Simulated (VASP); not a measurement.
SiO2: single point with PBEsol

SiO2:

```
Si O
1.0
     5.30883    0.00000    0.00000
    -2.65442    4.59758    0.00000
     0.00000    0.00000    5.55837
Si O
3 6
Direct
  0.00000 0.50000 0.33333
  0.50000 0.50000 0.66667
  0.50000 0.00000 0.00000
  0.58451 0.79225 0.83333
  0.79225 0.58451 0.50000
  0.79225 0.20775 0.16667
  0.41549 0.20775 0.83333
  0.20775 0.41549 0.50000
  0.20775 0.79225 0.16667
```

This cell differs from its parent crystal: strain +0.0450 x Voigt [1, 1, 0, 0, 0, 0].

```
Program                : VASP 6.6.1
Task                   : single point
Functional             : PBEsol
Potentials or basis    : VASP PAW PBE potentials, release 64 (Si, O)
Cutoff                 : 520 eV
k mesh                 : 6 × 6 × 4
Occupations            : gaussian, width 0.05 eV
Spin                   : no spin polarisation
Dipole correction      : no
Further INCAR settings : ALGO = Normal; EDIFF = 1e-07; NBANDS = 34
```

- Pressure: -12.9 GPa
- Largest force: 0.622 eV/Å
- Band gap on the k mesh: 4.90 eV, indirect (least direct gap 5.16 eV)

Forces in eV/Å, atoms in the order of the input:
```
Si   0.000  0.000  0.000
Si   0.000  0.000  0.000
Si   0.000  0.000  0.000
O   -0.539 -0.311  0.000
O    0.000 -0.622  0.000
O   -0.539  0.311  0.000
O    0.539  0.311  0.000
O    0.000  0.622  0.000
O    0.539 -0.311  0.000
```

Stress tensor (GPa, compression positive):
```
-14.07   0.00   0.00
  0.00 -14.07   0.00
  0.00   0.00 -10.68
```

Levels at points of the mesh, in eV from the valence-band top:
```tsv
k point	band 21	band 22	band 23	band 24	band 25	band 26	band 27	band 28
(0.00, 0.00, 0.00)	-0.86	-0.40	-0.40	-0.26	4.90	8.26	8.26	8.54
(0.50, 0.00, 0.00)	-1.01	-0.85	-0.28	0.00	6.84	7.67	8.81	8.85
(0.00, 0.00, 0.50)	-1.12	-0.22	-0.04	-0.04	6.74	6.74	8.01	9.24
(0.50, 0.00, 0.50)	-0.81	-0.63	-0.59	-0.36	7.10	8.04	8.85	8.89
```

Run time: 39 s on 1 thread of Intel(R) Xeon(R) 6975P-C (Granite Rapids), on a shared host, peak memory 0.27 GiB.

Caveat: the cell differs from its parent crystal (strain +0.0450 x Voigt [1, 1, 0, 0, 0, 0]); the PAW data sets were made with another functional, which shifts forces and pressure a little. A k mesh can miss the band edges.
